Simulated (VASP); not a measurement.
# Ta (Im-3m) in VASP: a series of runs, part 2 of 2

VASP 6.6.1. Earlier steps stand in the parts before.

### Step 4. Single point, PBEsol

This run uses another cell than the first one, of 17.70 Å³/atom, 0.976 times its volume.

Contents of INCAR:

```
  PREC = Accurate
  ENCUT = 520
  EDIFF = 1E-6
  ISMEAR = -1
  SIGMA = 0.15
  LREAL = F
  LASPH = T
  NELM = 80
  ALGO = Normal
  ISIF = 2
  LWAVE = F
  LCHARG = F
  GGA = PS
  NBANDS = 12
```

Contents of KPOINTS:

```
regular mesh
0
Gamma
  18 18 18
```

Contents of POSCAR:

```
Ta
1.0
   -1.6417039832      1.6417039832      1.6417039832
    1.6417039832     -1.6417039832      1.6417039832
    1.6417039832      1.6417039832     -1.6417039832
Ta
1
Direct
    0.0000000000      0.0000000000      0.0000000000
```

Potentials or basis: VASP PAW PBE potentials, release 64 (Ta_pv).

Command:

```bash
cat potpaw_PBE.64/Ta_pv/POTCAR > POTCAR
mpirun -np 1 vasp_std > vasp.out
```

OUTCAR:

```text
PREC = Accurate
   ENCUT = 520
   EDIFF = 1E-6
   ISMEAR = -1
   LREAL = F
   LASPH = T
   NELM = 80
   ISIF = 2
   GGA = PS

 ion  position               nearest neighbor table
   1  0.000  0.000  0.000-

  LATTYP: Found a body centered cubic cell.
 ALAT       =     3.2834079664

  Lattice vectors:

 A1 = (  -1.6417039832,   1.6417039832,   1.6417039832)
 A2 = (   1.6417039832,  -1.6417039832,   1.6417039832)
 A3 = (   1.6417039832,   1.6417039832,  -1.6417039832)

Analysis of symmetry for initial positions (statically):
=====================================================================
 Subroutine PRICEL returns:
 Original cell was already a primitive cell.

 Routine SETGRP: Setting up the symmetry group for a
 body centered cubic supercell.

 Subroutine GETGRP returns: Found 48 space group operations
 (whereof 48 operations were pure point group operations)
 out of a pool of 48 trial point group operations.

The static configuration has the point symmetry O_h .

Analysis of symmetry for dynamics (positions and initial velocities):
=====================================================================
 Subroutine PRICEL returns:
[... 160 lines left out ...]
 Fermi energy:         5.4918043226

 k-point     1 :       0.0000    0.0000    0.0000
  band No.  band energies     occupation
      1     -27.4870      2.00000
      2     -27.4870      2.00000
      3     -27.4870      2.00000
      4      -2.5339      2.00000
      5       6.1853      0.01946
      6       6.1853      0.01946
      7       6.1853      0.01946
      8       9.5175      0.00000
      9       9.5175      0.00000
     10      20.1932      0.00000
     11      20.5856      0.00000
     12      20.5856      0.00000
[... 331 lines left out ...]
 k-point    24 :       0.3889    0.1111   -0.0000
  band No.  band energies     occupation
      1     -28.6605      2.00000
      2     -27.9244      2.00000
      3     -27.5505      2.00000
      4       1.4020      2.00000
      5       3.9857      1.99991
      6       6.1835      0.01968
      7       9.2741      0.00000
      8      10.6042      0.00000
      9      13.5442      0.00000
     10      17.1963      0.00000
     11      18.6067      0.00000
     12      20.2110      0.00000

 [... further k-points ...]
[... 5 lines left out ...]
  --------------------------------------------------------------------------------------
  -------------------------------------------------------------------------------------
  Total        0.0203463      0.0203463      0.0203463      0.0000000      0.0000000      0.0000000
  in kB        1.8418353      1.8418353      1.8418353      0.0000000      0.0000000      0.0000000
  external PRESSURE =       1.8418353 kB  Pullay stress =       0.0000000 kB

 VOLUME and BASIS-vectors are now :
 -----------------------------------------------------------------------------
  energy-cutoff  :      520.00
  volume of cell :       17.70
      direct lattice vectors                 reciprocal lattice vectors
    -1.641703983  1.641703983  1.641703983     0.000000000  0.304561605  0.304561605
     1.641703983 -1.641703983  1.641703983     0.304561605  0.000000000  0.304561605
     1.641703983  1.641703983 -1.641703983     0.304561605  0.304561605  0.000000000

 POSITION                                       TOTAL-FORCE (eV/Angst)
 -----------------------------------------------------------------------------------
      0.00000      0.00000      0.00000        -0.000000      0.000000     -0.000000
 -----------------------------------------------------------------------------------
    total drift:                                0.000000      0.000000     -0.000000

  FREE ENERGIE OF THE ION-ELECTRON SYSTEM (eV)
  ---------------------------------------------------
  free  energy   TOTEN  =       -12.5988606418 eV

  energy  without entropy=      -12.5061803267  energy(sigma->0) =      -12.55252048
```

OSZICAR:

```text
N       E                     dE             d eps       ncg     rms          rms(c)
DAV:   1     0.598613293281E+02    0.59861E+02   -0.61600E+03  4700   0.879E+02
DAV:   2    -0.120845526176E+02   -0.71946E+02   -0.70145E+02  5192   0.245E+02
DAV:   3    -0.130922605754E+02   -0.10077E+01   -0.10011E+01  5632   0.273E+01
DAV:   4    -0.130948196439E+02   -0.25591E-02   -0.25589E-02  5132   0.153E+00
DAV:   5    -0.130948275666E+02   -0.79226E-05   -0.79220E-05  5556   0.809E-02    0.142E+01
DAV:   6    -0.127154551986E+02    0.37937E+00   -0.29776E-01  5532   0.577E+00    0.692E+00
DAV:   7    -0.126005102046E+02    0.11494E+00   -0.26585E-01  5404   0.502E+00    0.370E-01
DAV:   8    -0.125989206736E+02    0.15895E-02   -0.71116E-03  5040   0.772E-01    0.146E-01
DAV:   9    -0.125988639308E+02    0.56743E-04   -0.16498E-04  5400   0.136E-01    0.236E-02
DAV:  10    -0.125988607433E+02    0.31875E-05   -0.36815E-06  5268   0.207E-02    0.337E-03
DAV:  11    -0.125988606418E+02    0.10149E-06   -0.13054E-07  2824   0.400E-03
   1 F= -.12598861E+02 E0= -.12552520E+02  d E =-.926803E-01
```

stdout:

```text
POSCAR found type information on POSCAR Ta
 POSCAR found :  1 types and       1 ions
 scaLAPACK will be used
 -----------------------------------------------------------------------------
|                                                                             |
|                                                                             |
|     You enforced a specific xc type in the INCAR file but a different       |
|     I HOPE YOU KNOW WHAT YOU ARE DOING!                                     |
|                                                                             |
 -----------------------------------------------------------------------------

 LDA part: xc-table for (Slater+PW92), standard interpolation
 POSCAR, INCAR and KPOINTS ok, starting setup
 FFT: planning ... GRIDC
 FFT: planning ... GRID_SOFT
 FFT: planning ... GRID
 WAVECAR not read
 entering main loop
```

Run time: 10 s. Hardware: 1 thread of Intel Xeon 6975P-C (Granite Rapids), shared host; peak memory 0.17 GiB.

What came out:

| Quantity | Value |
| --- | --- |
| Free energy | -12.5989 eV |
| Pressure | 0.2 GPa |

Caveat: the PAW data sets were made with another functional, which shifts forces and pressure a little; spin-orbit coupling is left out, which moves the levels of the heavy elements.

### Step 5. Relaxation of cell and atoms, PBEsol

This run uses another cell than the first one, of 17.65 Å³/atom, 0.974 times its volume.

Contents of INCAR:

```
SYSTEM = Ta
ALGO = Normal
EDIFF = 1E-6
EDIFFG = -0.001
ENCUT = 600
GGA = PS
IBRION = 2
ISIF = 3
ISMEAR = -1
LASPH = .TRUE.
LCHARG = .FALSE.
LREAL = .FALSE.
LWAVE = .FALSE.
NELM = 80
NSW = 80
PREC = Accurate
SIGMA = 0.15
```

Contents of KPOINTS:

```
k-points
0
G
  18 18 18
  0 0 0
```

Contents of POSCAR:

```
Ta
1.0
   -1.6402040214      1.6402040214      1.6402040214
    1.6402040214     -1.6402040214      1.6402040214
    1.6402040214      1.6402040214     -1.6402040214
Ta
1
Direct
    0.0000000000      0.0000000000      0.0000000000
```

Command:

```bash
cat potpaw_PBE.64/Ta_pv/POTCAR > POTCAR
mpirun -np 1 vasp_std > vasp.out
```

Wall time 17 s (1 thread of Intel Xeon 6975P-C (Granite Rapids), shared host); peak memory 0.17 GiB.

The run converged. Its results:

- Free energy: -12.5991 eV
- Relaxed volume: 17.72 Å³/atom
- Relaxed cell: a = 2.844 Å, b = 2.844 Å, c = 2.844 Å, α = 109.47°, β = 109.47°, γ = 109.47°
- Space group after relaxing (to 0.05 Å): Im-3m (No. 229)
- Energy gained by relaxing: 0.2 meV/atom
- Ionic steps: 3
- Pressure after relaxing: 0.0 GPa

Step by step:
```tsv
step	energy change (eV)	largest force (eV/Å)	pressure (GPa)	volume (Å³)
1	0.0000	0.0000	0.78	17.65
2	0.0007	0.0000	-1.76	17.87
3	-0.0002	0.0000	0.00	17.72
```

Final structure:
```
CELL_PARAMETERS angstrom
-1.64224 1.64224 1.64224
1.64224 -1.64224 1.64224
1.64224 1.64224 -1.64224
ATOMIC_POSITIONS crystal
Ta 0.00000 0.00000 0.00000
```

Levels at points of the mesh, in eV from the Fermi level:
```tsv
k point	band 2	band 3	band 4	band 5	band 6	band 7	band 8	band 9
(0.00, 0.00, 0.00)	-32.98	-32.98	-8.02	0.69	0.69	0.69	4.02	4.02
(0.50, 0.00, 0.00)	-33.38	-32.99	-4.49	-1.63	1.66	3.91	4.96	7.95
(0.50, 0.50, 0.50)	-33.85	-33.85	-3.94	-3.94	6.95	6.95	6.95	8.78
```

Caveat: the PAW data sets were made with another functional, which shifts forces and pressure a little; spin-orbit coupling is left out, which moves the levels of the heavy elements.

### Step 6. Relaxation of cell and atoms, PBEsol

Contents of INCAR:

```
  PREC = Accurate
  ENCUT = 600
  EDIFF = 1E-6
  ISMEAR = 0
  SIGMA = 0.1
  LREAL = F
  LASPH = T
  NELM = 80
  ALGO = Normal
  ISIF = 3
  LWAVE = F
  LCHARG = F
  GGA = PS
  IBRION = 2
  NSW = 100
  EDIFFG = -0.002
```

Contents of KPOINTS:

```
Automatic mesh
0
Gamma
  18 18 18
```

Contents of POSCAR:

```
Ta
1.0
   -1.6549278100      1.6549278100      1.6549278100
    1.6549278100     -1.6549278100      1.6549278100
    1.6549278100      1.6549278100     -1.6549278100
Ta
1
Direct
    0.0000000000      0.0000000000      0.0000000000
```

Potentials or basis: VASP PAW PBE potentials, release 64 (Ta_pv).

Command:

```bash
cat potpaw_PBE.64/Ta_pv/POTCAR > POTCAR
mpirun -np 1 vasp_std > vasp.out
```

Wall time 21 s (1 thread of Intel Xeon 6975P-C (Granite Rapids), shared host); peak memory 0.18 GiB.

Results (log left out):

| Quantity | Value |
| --- | --- |
| Free energy | -12.5557 eV |
| Relaxed volume | 17.67 Å³/atom |
| Relaxed cell | a = 2.842 Å, b = 2.842 Å, c = 2.842 Å, α = 109.47°, β = 109.47°, γ = 109.47° |
| Space group after relaxing (to 0.05 Å) | Im-3m (No. 229) |
| Energy gained by relaxing | 7.5 meV/atom |
| Ionic steps | 4 |
| Pressure after relaxing | 0.0 GPa |

The path:
```csv
step,energy change (eV),largest force (eV/Å),pressure (GPa),volume (Å³)
1,0.0000,0.0000,-5.09,18.13
2,0.0339,0.0000,13.88,16.66
3,-0.0075,0.0000,-0.09,17.68
4,-0.0075,0.0000,0.01,17.67
```

Final structure:
```
CELL_PARAMETERS angstrom
-1.64076 1.64076 1.64076
1.64076 -1.64076 1.64076
1.64076 1.64076 -1.64076
ATOMIC_POSITIONS crystal
Ta 0.00000 0.00000 0.00000
```

Levels at points of the mesh, in eV from the Fermi level:
```csv
k point,band 1,band 2,band 3,band 4,band 5,band 6,band 7,band 8,band 9
"(0.00, 0.00, 0.00)",-32.95,-32.95,-32.95,-8.01,0.71,0.71,0.71,4.05,4.05
"(0.50, 0.00, 0.00)",-34.21,-33.36,-32.96,-4.49,-1.62,1.69,3.94,5.00,7.99
"(0.50, 0.50, 0.50)",-33.83,-33.83,-33.83,-3.94,-3.94,6.99,6.99,6.99,8.83
```

Caveat: the PAW data sets were made with another functional, which shifts forces and pressure a little; spin-orbit coupling is left out, which moves the levels of the heavy elements.

### Step 7. The runs side by side

```csv
task,cell,k mesh,cutoff (eV),smearing,gap on the mesh (eV),pressure (GPa),relaxed volume (Å³/atom)
single point,"a = 2.866 Å, angles 109.5°, 1 atom",8 × 8 × 8,520,gaussian 0.1 eV,none,-6.9,-
single point,"a = 2.841 Å, angles 109.5°, 1 atom",18 × 18 × 18,520,gaussian 0.1 eV,none,0.2,-
single point,"a = 2.844 Å, angles 109.5°, 1 atom",18 × 18 × 18,520,fermi-dirac 0.15 eV,none,0.2,-
relaxation of cell and atoms,"relaxed from a = 2.841 Å, angles 109.5°, 1 atom",18 × 18 × 18,600,fermi-dirac 0.15 eV,none,0.0,17.72
relaxation of cell and atoms,"relaxed from a = 2.866 Å, angles 109.5°, 1 atom",18 × 18 × 18,600,gaussian 0.1 eV,none,0.0,17.67
```

Alike in all rows: level PBEsol; potentials or basis VASP PAW PBE potentials, release 64 (Ta_pv); no spin polarisation.

Caveats: the PAW data sets were made with another functional, which shifts forces and pressure a little; spin-orbit coupling is left out, which moves the levels of the heavy elements.

Total energies depend on the potentials used, so only differences within one code and one set of settings carry meaning.
